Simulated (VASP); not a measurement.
# TaN (P-6m2) in VASP: settings compared

The runs below take TaN through single point, with PBEsol+U, LDA.

Everything below comes from runs of VASP 6.6.1. Logs are shortened: lines on timing, memory, paths and dates and some standing lists are left out, and cuts for length are marked.

### 1 The cell of the first run

The structure is hexagonal, space group P-6m2 (No. 187). The conventional cell has a = 2.938 Å, b = 2.938 Å, c = 2.883 Å, α = 90.00°, β = 90.00°, γ = 120.00°. Within 3.0 Å of Ta (site symmetry -6m2) lie 6 N at 2.23 Å and 8 Ta at 2.88 to 2.94 Å. N (site symmetry -6m2) has 6 Ta at 2.23 Å and 8 N at 2.88 to 2.94 Å within 3.0 Å.

### 2 Single point, PBEsol+U

Input file INCAR:

```
PREC = Accurate
ENCUT = 700
EDIFF = 1E-6
ISMEAR = -1
SIGMA = 0.05
LREAL = False
LASPH = True
NELM = 200
ALGO = Normal
ISIF = 2
LWAVE = False
LCHARG = False
LMAXMIX = 4
LDAU = True
LDAUTYPE = 2
LDAUL = 2 -1
LDAUU = 5 0
LDAUJ = 0 0
LDAUPRINT = 1
GGA = PS
NBANDS = 16
GGA_COMPAT = False
```

Input file KPOINTS:

```
regular mesh
0
Gamma
  10 10 9
```

Input file POSCAR:

```
TaN
1.0
    2.9380000000      0.0000000000      0.0000000000
   -1.4690000000      2.5443826363      0.0000000000
    0.0000000000      0.0000000000      2.8830000000
Ta N
1 1
Direct
    0.0000000000      0.0000000000      0.5000000000
    0.6666666667      0.3333333333      0.0000000000
```

Potentials or basis: VASP PAW PBE potentials, release 64 (Ta_sv_GW, N).

Command:

```console
$ cat potpaw_PBE.64/Ta_sv_GW/POTCAR potpaw_PBE.64/N/POTCAR > POTCAR
$ mpirun -np 1 vasp_std > vasp.out
```

OUTCAR:

```text
PREC = Accurate
   ENCUT = 700
   EDIFF = 1E-6
   ISMEAR = -1
   LREAL = False
   LASPH = True
   NELM = 200
   ISIF = 2
   GGA = PS

 ion  position               nearest neighbor table
   1  0.000  0.000  0.500-   2 2.23   2 2.23   2 2.23   2 2.23   2 2.23   2 2.23
   2  0.667  0.333  0.000-   1 2.23   1 2.23   1 2.23   1 2.23   1 2.23   1 2.23

  LATTYP: Found a hexagonal cell.
 ALAT       =     2.9380000000
 C/A-ratio  =     0.9812797822

  Lattice vectors:

 A1 = (   2.9380000000,   0.0000000000,   0.0000000000)
 A2 = (  -1.4690000000,   2.5443826363,   0.0000000000)
 A3 = (   0.0000000000,   0.0000000000,   2.8830000000)

Analysis of symmetry for initial positions (statically):
=====================================================================
 Subroutine PRICEL returns:
 Original cell was already a primitive cell.

 Routine SETGRP: Setting up the symmetry group for a
 hexagonal supercell.

 Subroutine GETGRP returns: Found 12 space group operations
 (whereof 12 operations were pure point group operations)
 out of a pool of 24 trial point group operations.

The static configuration has the point symmetry D_3h.

Analysis of symmetry for dynamics (positions and initial velocities):
=====================================================================
 Subroutine PRICEL returns:
 Original cell was already a primitive cell.

 Routine SETGRP: Setting up the symmetry group for a
 hexagonal supercell.

 Subroutine GETGRP returns: Found 12 space group operations
 (whereof 12 operations were pure point group operations)
 out of a pool of 24 trial point group operations.

The dynamic configuration has the point symmetry D_3h.

 Subroutine INISYM returns: Found 12 space group operations
 (whereof 12 operations are pure point group operations),
 and found     1 'primitive' translations

----------------------------------------------------------------------------------------

                                     Primitive cell

  volume of cell :      21.5516

  direct lattice vectors                    reciprocal lattice vectors
     2.938000000  0.000000000  0.000000000     0.340367597  0.196511324  0.000000000
    -1.469000000  2.544382636  0.000000000     0.000000000  0.393022648  0.000000000
     0.000000000  0.000000000  2.883000000     0.000000000  0.000000000  0.346860909

  length of vectors
     2.938000000  2.938000000  2.883000000     0.393022648  0.393022648  0.346860909

  position of ions in fractional coordinates (direct lattice)
     0.000000000  0.000000000  0.500000000
     0.666666667  0.333333333  0.000000000

  ion indices of the primitive-cell ions
   primitive index   ion index
                 1           1
                 2           2

----------------------------------------------------------------------------------------

 KPOINTS: regular mesh

Automatic generation of k-mesh.
 Grid dimensions read from file:
 generate k-points for:   10   10    9

 Generating k-lattice:

  Cartesian coordinates                     Fractional coordinates (reciprocal lattice)
     0.034036760  0.019651132  0.000000000     0.100000000  0.000000000  0.000000000
     0.000000000  0.039302265  0.000000000     0.000000000  0.100000000  0.000000000
     0.000000000  0.000000000  0.038540101     0.000000000  0.000000000  0.111111111

  Length of vectors
     0.039302265  0.039302265  0.038540101

  Shift w.r.t. Gamma in fractional coordinates (k-lattice)
     0.000000000  0.000000000  0.000000000

 Subroutine IBZKPT returns following result:
 ===========================================

 Found     70 irreducible k-points:

 Following reciprocal coordinates:
            Coordinates               Weight
  0.000000  0.000000  0.000000      1.000000
  0.100000 -0.000000  0.000000      6.000000
  0.200000 -0.000000  0.000000      6.000000
  0.300000  0.000000  0.000000      6.000000
  0.400000 -0.000000  0.000000      6.000000
  0.500000  0.000000  0.000000      3.000000
[... 16 lines left out ...]
  0.300000  0.100000  0.111111     24.000000
  0.400000  0.100000  0.111111     24.000000
 [... further k-points ...]
   k-points           NKPTS =     70   k-points in BZ     NKDIM =     70   number of bands    NBANDS=     16
   number of dos      NEDOS =    301   number of ions     NIONS =      2
   total plane-waves  NPLWV =  21952
   dimension x,y,z NGX =    28 NGY =   28 NGZ =   28
   dimension x,y,z NGXF=    56 NGYF=   56 NGZF=   56
   ions per type =               1   1
   NGX,Y,Z   is equivalent  to a cutoff of  15.84, 15.84, 16.15 a.u.
   NGXF,Y,Z  is equivalent  to a cutoff of  31.69, 31.69, 32.29 a.u.
 SYSTEM =  unknown system
   PREC   = accura    normal or accurate (medium, high low for compatibility)
   ISTART =      0    job   : 0-new  1-cont  2-samecut
   ICHARG =      2    charge: 1-file 2-atom 10-const
   ISPIN  =      1    spin polarized calculation?
   LNONCOLLINEAR =      F non collinear calculations
   LSORBIT =      F    spin-orbit coupling
   LASPH  =      T    aspherical Exc in radial PAW
   ENCUT  =  700.0 eV  51.45 Ry    7.17 a.u.   6.34  6.34  6.22*2*pi/ulx,y,z
   NELM   =    200;   NELMIN=  2; NELMDL= -5     # of ELM steps
   EDIFF  = 0.1E-05   stopping-criterion for ELM
   LREAL  =      F    real-space projection
[... 7 lines left out ...]
   TEBEG  =    0.0;   TEEND  =   0.0 temperature during run
   PSTRESS=    0.0 pullay stress
   NELECT =      18.0000    total number of electrons
   NUPDOWN=      -1.0000    fix difference up-down
   EMIN   =  10.00;   EMAX   =-10.00  energy-range for DOS
   EFERMI =   0.00;   METHOD = LEGACY
   ISMEAR =    -1;   SIGMA  =   0.05  broadening in eV -4-tet -1-fermi 0-gaus
   EFERMI_NEDOS =   21; number of points for ismear=-14 and -15
   IALGO  =     38    algorithm
   IMIX   =      4    mixing-type and parameters
     AMIX     =   0.40;   BMIX     =  1.00
     AMIX_MAG =   1.60;   BMIX_MAG =  1.00
  volume/ion in A,a.u.               =      10.78        72.72
  Fermi-wavevector in a.u.,A,eV,Ry     =   1.541722  2.913432 32.339776  2.376906
  Thomas-Fermi vector in A             =   2.647628
   LORBIT       =      0    0 simple, 1 ext, 2 COOP (PROOUT), +10 PAW based schemes
 LDA+U is selected, type is set to LDAUTYPE =  2
   angular momentum for each species LDAUL =     2   -1
   U (eV)           for each species LDAUU =   5.0  0.0
   J (eV)           for each species LDAUJ =   0.0  0.0
   GGA     = PS    functional components
   LHFCALC =     F    Hartree Fock is set to
   AEXX    =    0.0000 exact exchange contribution
   IVDW    =     0    specifies the selected vdW correction
   LEPSILON=     F    determine dielectric tensor
   LRPA    =     F    only Hartree local field effects (RPA)
 non-spin polarized calculation
  energy-cutoff  :      700.00
  volume of cell :       21.55
 maximum number of plane-waves:       924
 NGX is ok and might be reduce to    28
   NGX = 13   NGY = 13   NGZ = 13

atom =   1  type =  1  l = 2

 onsite density matrix

spin component  1

  0.2466 -0.0000  0.0000 -0.0000  0.0000
 -0.0000  0.1655 -0.0000  0.0000  0.0000
  0.0000 -0.0000  0.2985  0.0000 -0.0000
 -0.0000  0.0000  0.0000  0.1655 -0.0000
  0.0000  0.0000 -0.0000 -0.0000  0.2466

spin component  2

  0.2466 -0.0000  0.0000 -0.0000  0.0000
 -0.0000  0.1655 -0.0000  0.0000  0.0000
  0.0000 -0.0000  0.2985  0.0000 -0.0000
 -0.0000  0.0000  0.0000  0.1655 -0.0000
  0.0000  0.0000 -0.0000 -0.0000  0.2466

 occupancies and eigenvectors

  o =  0.1655  v =  0.0000 -1.0000  0.0000  0.0000  0.0000  0.0000  0.0000  0.0000  0.0000  0.0000      0.0000  0.0000  0.0000  0.0000  0.0000  0.0000  0.0000  0.0000  0.0000  0.0000
  o =  0.1655  v =  0.0000  0.0000  0.0000  0.0000  0.0000  0.0000 -1.0000  0.0000  0.0000  0.0000      0.0000  0.0000  0.0000  0.0000  0.0000  0.0000  0.0000  0.0000  0.0000  0.0000
  o =  0.1655  v =  0.0000 -0.0000 -0.0000 -1.0000  0.0000  0.0000  0.0000  0.0000  0.0000  0.0000      0.0000  0.0000  0.0000  0.0000  0.0000  0.0000  0.0000  0.0000  0.0000  0.0000
  o =  0.1655  v =  0.0000  0.0000  0.0000  0.0000  0.0000  0.0000 -0.0000 -0.0000 -1.0000  0.0000      0.0000  0.0000  0.0000  0.0000  0.0000  0.0000  0.0000  0.0000  0.0000  0.0000
  o =  0.2466  v =  0.0000  0.0000  0.0000  0.0000  0.0000  1.0000  0.0000  0.0000  0.0000  0.0000      0.0000  0.0000  0.0000  0.0000  0.0000  0.0000  0.0000  0.0000  0.0000  0.0000
  o =  0.2466  v =  1.0000  0.0000  0.0000  0.0000  0.0000  0.0000  0.0000  0.0000  0.0000  0.0000      0.0000  0.0000  0.0000  0.0000  0.0000  0.0000  0.0000  0.0000  0.0000  0.0000
  o =  0.2466  v =  0.0000  0.0000  0.0000  0.0000  0.0000  0.0000 -0.0000 -0.0000 -0.0000 -1.0000      0.0000  0.0000  0.0000  0.0000  0.0000  0.0000  0.0000  0.0000  0.0000  0.0000
  o =  0.2466  v =  0.0000 -0.0000 -0.0000 -0.0000 -1.0000  0.0000  0.0000  0.0000  0.0000  0.0000      0.0000  0.0000  0.0000  0.0000  0.0000  0.0000  0.0000  0.0000  0.0000  0.0000
  o =  0.2985  v =  0.0000 -0.0000 -1.0000  0.0000  0.0000  0.0000  0.0000  0.0000  0.0000  0.0000      0.0000  0.0000  0.0000  0.0000  0.0000  0.0000  0.0000  0.0000  0.0000  0.0000
  o =  0.2985  v =  0.0000  0.0000  0.0000  0.0000  0.0000  0.0000 -0.0000 -1.0000  0.0000  0.0000      0.0000  0.0000  0.0000  0.0000  0.0000  0.0000  0.0000  0.0000  0.0000  0.0000

 number of electron      18.0000000 magnetization

 Free energy of the ion-electron system (eV)
  ---------------------------------------------------
  ext. energy  EPLUGINS =         0.00000000
  ---------------------------------------------------
  free energy    TOTEN  =       -21.91386949 eV

  energy without entropy =      -21.91359877  energy(sigma->0) =      -21.91373413

 E-fermi :  13.1699     XC(G=0): -13.8768

 val. band max:       13.0403322766   @ k =   0.0000   0.0000   0.4444
 cond. band min:      13.3701207848   @ k =   0.1000  -0.0000   0.4444
 fundamental gap:      0.3297885082
 Fermi energy:        13.1699240547

 k-point     1 :       0.0000    0.0000    0.0000
  band No.  band energies     occupation
      1     -56.5921      2.00000
      2     -22.8369      2.00000
      3     -22.5870      2.00000
      4     -22.5870      2.00000
      5      -5.1809      2.00000
      6       8.2737      2.00000
[... 8 lines left out ...]
     15      25.1945      0.00000
     16      28.4751      0.00000
[... 419 lines left out ...]
 k-point    24 :       0.4000    0.1000    0.1111
  band No.  band energies     occupation
      1     -56.5115      2.00000
      2     -23.5317      2.00000
      3     -22.8623      2.00000
      4     -22.7945      2.00000
      5      -2.7627      2.00000
      6       4.5234      2.00000
[... 8 lines left out ...]
     15      24.2209      0.00000
     16      28.1099      0.00000

 [... further k-points ...]
[... 5 lines left out ...]
  --------------------------------------------------------------------------------------
  -------------------------------------------------------------------------------------
  Total        1.5430076      1.5430076      1.7779327      0.0000000     -0.0000000      0.0000000
  in kB      114.7096102    114.7096102    132.1743075      0.0000000     -0.0000000      0.0000000
  external PRESSURE =     120.5311760 kB  Pullay stress =       0.0000000 kB

 VOLUME and BASIS-vectors are now :
 -----------------------------------------------------------------------------
  energy-cutoff  :      700.00
  volume of cell :       21.55
      direct lattice vectors                 reciprocal lattice vectors
     2.938000000  0.000000000  0.000000000     0.340367597  0.196511324  0.000000000
    -1.469000000  2.544382636  0.000000000     0.000000000  0.393022648  0.000000000
     0.000000000  0.000000000  2.883000000     0.000000000  0.000000000  0.346860909

 POSITION                                       TOTAL-FORCE (eV/Angst)
 -----------------------------------------------------------------------------------
      0.00000      0.00000      1.44150         0.000000      0.000000      0.000000
      1.46900      0.84813      0.00000        -0.000000      0.000000      0.000000
 -----------------------------------------------------------------------------------
    total drift:                               -0.000000      0.000000      0.000000

  FREE ENERGIE OF THE ION-ELECTRON SYSTEM (eV)
  ---------------------------------------------------
  free  energy   TOTEN  =       -21.9138694945 eV

  energy  without entropy=      -21.9135987664  energy(sigma->0) =      -21.91373413
```

Wall time 21 s (1 thread of Intel Xeon 6975P-C (Granite Rapids), shared host); peak memory 0.19 GiB.

What came out:

```
Free energy            : -21.9139 eV
Pressure               : 12.1 GPa
Band gap on the k mesh : zero (bands 9 and 10 overlap by 0.34 eV)
```

Stress tensor (GPa, compression positive):
```
11.47  0.00  0.00
 0.00 11.47  0.00
 0.00  0.00 13.22
```

Levels at points of the mesh, in eV from the Fermi level:
```
           k point  band 7  band 8  band 9  band 10  band 11  band 12
(0.00, 0.00, 0.00)   -4.90   -4.58   -3.49     1.45     3.35     3.35
(0.50, 0.00, 0.00)   -5.43   -3.77   -3.71     3.36     3.81     5.13
```

Eigenvalues of the final occupation matrices:
```tsv
site	spin	trace	eigenvalues
site 1 d	1	1.12	0.17 0.17 0.25 0.25 0.30
site 1 d	2	1.12	0.17 0.17 0.25 0.25 0.30
```

Caveat: the cell stands under pressure; the PAW data sets were made with another functional, which shifts forces and pressure a little; spin-orbit coupling is left out, which moves the levels of the heavy elements; U without spin polarisation on a metal has little footing.

(Part 1 of 2 ends here.)

The gap in the log of VASP goes by the Fermi energy; the results here count the filled bands.